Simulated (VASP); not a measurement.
# Ru (P6_3/mmc) in VASP: further runs

Ru is run at these levels: PBEsol; tasks: single point.

Everything below comes from runs of VASP 6.6.1. Logs are shortened: lines on timing, memory, paths and dates and some standing lists are left out, and cuts for length are marked.

## (1) The cell of the first run

The structure is hexagonal, space group P6_3/mmc (No. 194). The conventional cell has a = 2.582 Å, b = 2.582 Å, c = 4.252 Å, α = 90.00°, β = 90.00°, γ = 120.00°. Ru (site symmetry -6m2) has 12 Ru at 2.58 to 2.60 Å within 3.4 Å.

## (2) Single point, PBEsol

The input, INCAR:

```
SYSTEM = Ru
ALGO = Fast
EDIFF = 1E-7
ENCUT = 520
GGA = PS
ISIF = 2
ISMEAR = 0
LASPH = .TRUE.
LCHARG = .FALSE.
LREAL = .FALSE.
LWAVE = .FALSE.
NBANDS = 21
NELM = 80
PREC = Accurate
SIGMA = 0.15
```

The input, KPOINTS:

```
k-points
0
G
  18 18 10
  0 0 0
```

The input, POSCAR:

```
Ru
1.0
    2.5820973631      0.0000000000      0.0000000000
   -1.2910486816      2.2361619115      0.0000000000
    0.0000000000      0.0000000000      4.2523798378
Ru
2
Direct
    0.3333333333      0.6666666667      0.2500000000
    0.6666666667      0.3333333333      0.7500000000
```

Potentials or basis: VASP PAW PBE potentials, release 64 (Ru_pv).

On the command line:

```
> cat potpaw_PBE.64/Ru_pv/POTCAR > POTCAR
> mpirun -np 1 vasp_std > vasp.out
```

OUTCAR:

```text
SYSTEM = Ru
   EDIFF = 1E-7
   ENCUT = 520
   GGA = PS
   ISIF = 2
   ISMEAR = 0
   LASPH = .TRUE.
   LREAL = .FALSE.
   NELM = 80
   PREC = Accurate

 ion  position               nearest neighbor table
   1  0.333  0.667  0.250-   2 2.60   2 2.60   2 2.60   2 2.60   2 2.60   2 2.60
   2  0.667  0.333  0.750-   1 2.60   1 2.60   1 2.60   1 2.60   1 2.60   1 2.60

  LATTYP: Found a hexagonal cell.
 ALAT       =     2.5820973631
 C/A-ratio  =     1.6468704467

  Lattice vectors:

 A1 = (   2.5820973631,   0.0000000000,   0.0000000000)
 A2 = (  -1.2910486816,   2.2361619115,   0.0000000000)
 A3 = (   0.0000000000,   0.0000000000,   4.2523798378)

Analysis of symmetry for initial positions (statically):
=====================================================================
 Subroutine PRICEL returns:
 Original cell was already a primitive cell.

 Routine SETGRP: Setting up the symmetry group for a
 hexagonal supercell.

 Subroutine GETGRP returns: Found 24 space group operations
 (whereof 12 operations were pure point group operations)
 out of a pool of 24 trial point group operations.

The static configuration has the point symmetry D_3d.
 The point group associated with its full space group is D_6h.

Analysis of symmetry for dynamics (positions and initial velocities):
=====================================================================
 Subroutine PRICEL returns:
 Original cell was already a primitive cell.

 Routine SETGRP: Setting up the symmetry group for a
 hexagonal supercell.

 Subroutine GETGRP returns: Found 24 space group operations
 (whereof 12 operations were pure point group operations)
 out of a pool of 24 trial point group operations.

The dynamic configuration has the point symmetry D_3d.
 The point group associated with its full space group is D_6h.

 Subroutine INISYM returns: Found 24 space group operations
 (whereof 12 operations are pure point group operations),
 and found     1 'primitive' translations

----------------------------------------------------------------------------------------

                                     Primitive cell

  volume of cell :      24.5532

  direct lattice vectors                    reciprocal lattice vectors
     2.582097363  0.000000000  0.000000000     0.387282065  0.223597405  0.000000000
    -1.291048682  2.236161911  0.000000000     0.000000000  0.447194809  0.000000000
     0.000000000  0.000000000  4.252379838     0.000000000  0.000000000  0.235162436

  length of vectors
     2.582097363  2.582097363  4.252379838     0.447194809  0.447194809  0.235162436

  position of ions in fractional coordinates (direct lattice)
     0.333333333  0.666666667  0.250000000
     0.666666667  0.333333333  0.750000000

  ion indices of the primitive-cell ions
   primitive index   ion index
                 1           1
                 2           2

----------------------------------------------------------------------------------------

 KPOINTS: k-points

Automatic generation of k-mesh.
 Grid dimensions read from file:
 generate k-points for:   18   18   10

 Generating k-lattice:

  Cartesian coordinates                     Fractional coordinates (reciprocal lattice)
     0.021515670  0.012422078  0.000000000     0.055555556  0.000000000  0.000000000
     0.000000000  0.024844156  0.000000000     0.000000000  0.055555556  0.000000000
     0.000000000  0.000000000  0.023516244     0.000000000  0.000000000  0.100000000

  Length of vectors
     0.024844156  0.024844156  0.023516244

  Shift w.r.t. Gamma in fractional coordinates (k-lattice)
     0.000000000  0.000000000  0.000000000

 Subroutine IBZKPT returns following result:
 ===========================================

 Found    222 irreducible k-points:

 Following reciprocal coordinates:
            Coordinates               Weight
  0.000000  0.000000  0.000000      1.000000
  0.055556  0.000000  0.000000      6.000000
  0.111111  0.000000  0.000000      6.000000
  0.166667  0.000000  0.000000      6.000000
  0.222222 -0.000000  0.000000      6.000000
  0.277778  0.000000  0.000000      6.000000
[... 16 lines left out ...]
  0.333333  0.111111  0.000000     12.000000
  0.388889  0.111111  0.000000     12.000000
 [... further k-points ...]
   k-points           NKPTS =    222   k-points in BZ     NKDIM =    222   number of bands    NBANDS=     21
   number of dos      NEDOS =    301   number of ions     NIONS =      2
   total plane-waves  NPLWV =  12800
   dimension x,y,z NGX =    20 NGY =   20 NGZ =   32
   dimension x,y,z NGXF=    40 NGYF=   40 NGZF=   64
   ions per type =               2
   NGX,Y,Z   is equivalent  to a cutoff of  12.88, 12.88, 12.51 a.u.
   NGXF,Y,Z  is equivalent  to a cutoff of  25.75, 25.75, 25.02 a.u.
 SYSTEM =  Ru
   PREC   = accura    normal or accurate (medium, high low for compatibility)
   ISTART =      0    job   : 0-new  1-cont  2-samecut
   ICHARG =      2    charge: 1-file 2-atom 10-const
   ISPIN  =      1    spin polarized calculation?
   LNONCOLLINEAR =      F non collinear calculations
   LSORBIT =      F    spin-orbit coupling
   LASPH  =      T    aspherical Exc in radial PAW
   ENCUT  =  520.0 eV  38.22 Ry    6.18 a.u.   4.80  4.80  7.91*2*pi/ulx,y,z
   NELM   =     80;   NELMIN=  2; NELMDL= -5     # of ELM steps
   EDIFF  = 0.1E-06   stopping-criterion for ELM
   LREAL  =      F    real-space projection
   EDIFFG = 0.1E-05   stopping-criterion for IOM
   NSW    =      0    number of steps for IOM
   IBRION =     -1    ionic relax: 0-MD 1-quasi-New 2-CG
   NFREE  =      0    steps in history (QN), initial steepest desc. (CG)
   ISIF   =      2    stress and relaxation
   ISYM   =      2    0-nonsym 1-usesym 2-fastsym
   POTIM  = 0.5000    time-step for ionic-motion
   TEBEG  =    0.0;   TEEND  =   0.0 temperature during run
   PSTRESS=    0.0 pullay stress
   NELECT =      28.0000    total number of electrons
   NUPDOWN=      -1.0000    fix difference up-down
   EMIN   =  10.00;   EMAX   =-10.00  energy-range for DOS
   EFERMI =   0.00;   METHOD = LEGACY
   ISMEAR =     0;   SIGMA  =   0.15  broadening in eV -4-tet -1-fermi 0-gaus
   EFERMI_NEDOS =   21; number of points for ismear=-14 and -15
   IALGO  =     68    algorithm
   IMIX   =      4    mixing-type and parameters
     AMIX     =   0.40;   BMIX     =  1.00
     AMIX_MAG =   1.60;   BMIX_MAG =  1.00
  volume/ion in A,a.u.               =      12.28        82.85
  Fermi-wavevector in a.u.,A,eV,Ry     =   1.710376  3.232142 39.802283  2.925385
  Thomas-Fermi vector in A             =   2.788686
   LORBIT       =      0    0 simple, 1 ext, 2 COOP (PROOUT), +10 PAW based schemes
   GGA     = PS    functional components
   LHFCALC =     F    Hartree Fock is set to
   AEXX    =    0.0000 exact exchange contribution
   IVDW    =     0    specifies the selected vdW correction
   LEPSILON=     F    determine dielectric tensor
   LRPA    =     F    only Hartree local field effects (RPA)
 non-spin polarized calculation
 RMM-DIIS sequential band-by-band and
 Gauss-broadening in eV      SIGMA  =   0.15
  energy-cutoff  :      520.00
  volume of cell :       24.55
 maximum number of plane-waves:       675
 NGX is ok and might be reduce to    20
   NGX =  9   NGY =  9   NGZ = 15

 number of electron      28.0000004 magnetization

 Free energy of the ion-electron system (eV)
  ---------------------------------------------------
  ext. energy  EPLUGINS =         0.00000000
  ---------------------------------------------------
  free energy    TOTEN  =       -20.09450617 eV

  energy without entropy =      -20.07991661  energy(sigma->0) =      -20.08721139

 E-fermi :  14.6323     XC(G=0): -14.9133

 val. band max:       14.6316619308   @ k =   0.1667   0.1111   0.3000
 cond. band min:      14.6519752469   @ k =   0.3333   0.1111   0.3000
 fundamental gap:      0.0203133161
 Fermi energy:        14.6322808288

 k-point     1 :       0.0000    0.0000    0.0000
  band No.  band energies     occupation
      1     -29.3333      2.00000
      2     -28.0328      2.00000
      3     -28.0328      2.00000
      4     -27.8679      2.00000
      5     -27.8447      2.00000
      6     -27.8447      2.00000
[... 13 lines left out ...]
     20      24.8146      0.00000
     21      25.6630      0.00000

 k-point     2 :       0.0556    0.0000    0.0000
  band No.  band energies     occupation
      1     -29.3186      2.00000
      2     -28.0694      2.00000
      3     -28.0441      2.00000
      4     -27.8824      2.00000
      5     -27.8729      2.00000
      6     -27.8502      2.00000
[... 13 lines left out ...]
     20      24.8147      0.00000
     21      25.6424      0.00000

 k-point     3 :       0.1111    0.0000    0.0000
  band No.  band energies     occupation
      1     -29.2758      2.00000
      2     -28.1746      2.00000
      3     -28.0762      2.00000
      4     -27.9897      2.00000
      5     -27.8883      2.00000
      6     -27.8665      2.00000
[... 13 lines left out ...]
     20      24.8146      0.00000
     21      25.5726      0.00000

 k-point     4 :       0.1667    0.0000    0.0000
  band No.  band energies     occupation
      1     -29.2073      2.00000
      2     -28.3353      2.00000
      3     -28.1506      2.00000
      4     -28.1242      2.00000
      5     -27.9144      2.00000
      6     -27.8926      2.00000
[... 13 lines left out ...]
     20      24.8145      0.00000
     21      25.4458      0.00000

 k-point     5 :       0.2222   -0.0000    0.0000
  band No.  band energies     occupation
      1     -29.1177      2.00000
      2     -28.5313      2.00000
      3     -28.3424      2.00000
      4     -28.1812      2.00000
      5     -27.9520      2.00000
      6     -27.9257      2.00000
[... 13 lines left out ...]
     20      24.8144      0.00000
     21      25.2795      0.00000

 k-point     6 :       0.2778    0.0000    0.0000
  band No.  band energies     occupation
      1     -29.0131      2.00000
      2     -28.7383      2.00000
      3     -28.5403      2.00000
      4     -28.2402      2.00000
      5     -28.0008      2.00000
      6     -27.9618      2.00000
[... 13 lines left out ...]
     20      24.8141      0.00000
     21      25.1146      0.00000

 k-point     7 :       0.3333    0.0000    0.0000
  band No.  band energies     occupation
      1     -28.9311      2.00000
      2     -28.9016      2.00000
      3     -28.7213      2.00000
      4     -28.2945      2.00000
      5     -28.0597      2.00000
      6     -27.9965      2.00000
[... 13 lines left out ...]
     20      24.8947      0.00000
     21      27.5258      0.00000
[... 291 lines left out ...]
      1     -29.0808      2.00000
      2     -28.5482      2.00000
      3     -28.4610      2.00000
      4     -28.1749      2.00000
      5     -27.9836      2.00000
      6     -27.9684      2.00000
[... 13 lines left out ...]
     20      24.8143      0.00000
     21      25.2689      0.00000

 k-point    21 :       0.2222    0.1111    0.0000
  band No.  band energies     occupation
      1     -28.9789      2.00000
      2     -28.7343      2.00000
      3     -28.6128      2.00000
      4     -28.2583      2.00000
      5     -28.0325      2.00000
      6     -28.0178      2.00000
[... 13 lines left out ...]
     20      24.8140      0.00000
     21      25.1967      0.00000

 k-point    22 :       0.2778    0.1111    0.0000
  band No.  band energies     occupation
      1     -28.9118      2.00000
      2     -28.8697      2.00000
      3     -28.7477      2.00000
      4     -28.3377      2.00000
      5     -28.0774      2.00000
      6     -28.0769      2.00000
[... 13 lines left out ...]
     20      25.2572      0.00000
     21      27.5104      0.00000

 k-point    23 :       0.3333    0.1111    0.0000
  band No.  band energies     occupation
      1     -29.0555      2.00000
      2     -28.8560      2.00000
      3     -28.7639      2.00000
      4     -28.4016      2.00000
      5     -28.1427      2.00000
      6     -28.1127      2.00000
[... 13 lines left out ...]
     20      26.4090      0.00000
     21      26.4994      0.00000

 k-point    24 :       0.3889    0.1111    0.0000
  band No.  band energies     occupation
      1     -29.1484      2.00000
      2     -28.9263      2.00000
      3     -28.6785      2.00000
      4     -28.4427      2.00000
      5     -28.2015      2.00000
      6     -28.1360      2.00000
[... 13 lines left out ...]
     20      27.4345      0.00000
     21      27.7767      0.00000

 [... further k-points ...]

------------------------ aborting loop because EDIFF is reached ----------------------------------------

  FORCE on cell =-STRESS in cart. coord.  units (eV):
  Direction    XX          YY          ZZ          XY          YZ          ZX
  --------------------------------------------------------------------------------------
  -------------------------------------------------------------------------------------
  Total        6.5677835      6.5677835      2.7728301     -0.0000000     -0.0000000      0.0000000
  in kB      428.5697358    428.5697358    180.9363922     -0.0000000     -0.0000000      0.0000000
  external PRESSURE =     346.0252879 kB  Pullay stress =       0.0000000 kB

 VOLUME and BASIS-vectors are now :
 -----------------------------------------------------------------------------
  energy-cutoff  :      520.00
  volume of cell :       24.55
      direct lattice vectors                 reciprocal lattice vectors
     2.582097363  0.000000000  0.000000000     0.387282065  0.223597405  0.000000000
    -1.291048682  2.236161911  0.000000000     0.000000000  0.447194809  0.000000000
     0.000000000  0.000000000  4.252379838     0.000000000  0.000000000  0.235162436

 POSITION                                       TOTAL-FORCE (eV/Angst)
 -----------------------------------------------------------------------------------
     -0.00000      1.49077      1.06309         0.000000      0.000000      0.000000
      1.29105      0.74539      3.18928        -0.000000      0.000000      0.000000
 -----------------------------------------------------------------------------------
    total drift:                               -0.000000      0.000000     -0.000000

  FREE ENERGIE OF THE ION-ELECTRON SYSTEM (eV)
  ---------------------------------------------------
  free  energy   TOTEN  =       -20.0945061735 eV

  energy  without entropy=      -20.0799166143  energy(sigma->0) =      -20.08721139
```

Run time: 43 s. Hardware: 1 thread of Intel Xeon 6975P-C (Granite Rapids), shared host; peak memory 0.2 GiB.

What came out:

* Free energy: -20.0945 eV
* Pressure: 34.6 GPa
* Band gap on the k mesh: zero (band 14 reaches 16.63 eV, above the bottom of band 15 at 12.99 eV)

Caveat: the PAW data sets were made with another functional, which shifts forces and pressure a little.

## (3) Single point, PBEsol

This run uses another cell than the first one, of 12.62 Å³/atom, 1.028 times its volume.

The input, INCAR:

```
SYSTEM = Ru
PREC     = Accurate       ! precision mode
ENCUT    = 520            ! plane-wave cutoff, eV
EDIFF    = 1E-6           ! SCF threshold, eV
ISMEAR   = 0              ! smearing method
SIGMA    = 0.15           ! smearing width, eV
LREAL    = .False.        ! projectors in reciprocal space
LASPH    = .True.         ! aspherical terms in the spheres
NELM     = 60             ! most SCF steps
ALGO     = Normal         ! electronic algorithm
ISIF     = 2              ! what is computed and relaxed
LWAVE    = .False.        ! write WAVECAR
LCHARG   = .True.         ! write CHGCAR
GGA      = PS             ! functional
LELF     = .True.         ! ELF
LVHAR    = .True.       
NBANDS   = 21             ! bands
```

The input, KPOINTS:

```
regular mesh
0
Gamma
  18 18 10
  0 0 0
```

The input, POSCAR:

```
Ru
1.0
    2.6178701703      0.0000000000      0.0000000000
   -1.3089350852      2.2671420713      0.0000000000
    0.0000000000      0.0000000000      4.2523798378
Ru
2
Direct
    0.3333333333      0.6666666667      0.2500000000
    0.6666666667      0.3333333333      0.7500000000
```

Potentials or basis: VASP PAW PBE potentials, release 64 (Ru_pv).

On the command line:

```
> cat potpaw_PBE.64/Ru_pv/POTCAR > POTCAR
> mpirun -np 1 vasp_std > vasp.out
```

Run time: 32 s. Hardware: 1 thread of Intel Xeon 6975P-C (Granite Rapids), shared host; peak memory 0.2 GiB.

Results (log left out):

```yaml
Free_energy: -20.2417 eV
Pressure: 21.3 GPa
Band_gap_on_the_k_mesh: zero (band 14 reaches 15.90 eV, above the bottom of band 15 at 12.41 eV)
```

Stress tensor (GPa, compression positive):
```
26.22  0.00  0.00
 0.00 26.22  0.00
 0.00  0.00 11.50
```

Levels at points of the mesh, in eV from the Fermi level:
```tsv
k point	band 12	band 13	band 14	band 15	band 16	band 17
(0.00, 0.00, 0.00)	-2.18	-2.18	-1.32	-1.32	1.02	1.34
(0.50, 0.00, 0.00)	-1.85	-1.82	1.82	2.07	2.23	4.55
(0.00, 0.00, 0.50)	-3.00	-3.00	-3.00	0.62	0.62	0.62
(0.50, 0.00, 0.50)	-1.08	0.50	0.50	2.06	2.06	3.70
```

Caveat: the PAW data sets were made with another functional, which shifts forces and pressure a little.
